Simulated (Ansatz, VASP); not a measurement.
Pt in VASP and in Ansatz

INCAR

```
PREC = Accurate ; ENCUT = 520
EDIFF = 1E-6 ; ISMEAR = -1
SIGMA = 0.1 ; LREAL = F
LASPH = T ; NELM = 100
ALGO = Fast ; ISIF = 2
LWAVE = F ; LCHARG = T
GGA = B5 ; ALDAX = 1.0
AGGAX = 1.0 ; AGGAC = 1.0
ALDAC = 0.0 ; LELF = T
LVHAR = T ; NBANDS = 11
```

File KPOINTS:

```
Automatic mesh
0
Gamma
  12 12 12
```

The input POSCAR:

```
Pt
1.0
    0.0000000000      1.9609000000      1.9609000000
    1.9609000000      0.0000000000      1.9609000000
    1.9609000000      1.9609000000      0.0000000000
Pt
1
Direct
    0.0000000000      0.0000000000      0.0000000000
```

The input input.yaml:

```yaml
crystal:
  lattice:
    - [0.0, 1.9609, 1.9609]
    - [1.9609, 0.0, 1.9609]
    - [1.9609, 1.9609, 0.0]
  atoms:
    - { symbol: Pt, position: [0.0, 0.0, 0.0] }
hamiltonian:
  xc: blyp
  pseudopotentials: { kind: nc, accuracy: standard, xc_functional: pbesol }
kpoints:
  mp_grid: { grid: [12, 12, 12] }
scf:
  occupations: { method: fermi_dirac, width: 0.1 }
output:
  forces: true
  stress: true
  eigenvalues: true
  write_density: true
  write_potential: true
  elf: true
  volumetric_format: npy
```

Alike in both runs: functional BLYP; k mesh 12 × 12 × 12; occupations fermi-dirac, width 0.1 eV; no spin polarisation.

|  | VASP | Ansatz |
| --- | --- | --- |
| version | VASP 6.6.1 | Ansatz 0.2.0 |
| potentials or method | VASP PAW PBE potentials, release 64 (Pt) | PseudoDojo standard (PBEsol files) |
| plane-wave cutoff (eV) | 520 | 1143 |
| valence electrons in the cell | 10 | 18 |
| task | single point | electron localisation function |

|  | VASP | Ansatz | Ansatz less VASP |
| --- | --- | --- | --- |
| gap on the k mesh at the Fermi level (eV) | none | none | - |
| pressure (GPa) | 27.4 | 25.0 | -2.39 |

VASP's potentials were made for PBE, not for BLYP. A gap of «none» marks a metal or a gap that the smearing closes. With one functional, cell and mesh, what is left measures potentials, basis and numerics. VASP's potentials hold 10 valence electrons a cell and Ansatz's 18, so a difference there can come from the potentials and not from the codes.

Neither program's run includes spin-orbit coupling. Noted on Ansatz's run: the potentials were made for another functional, which shifts forces and pressure.
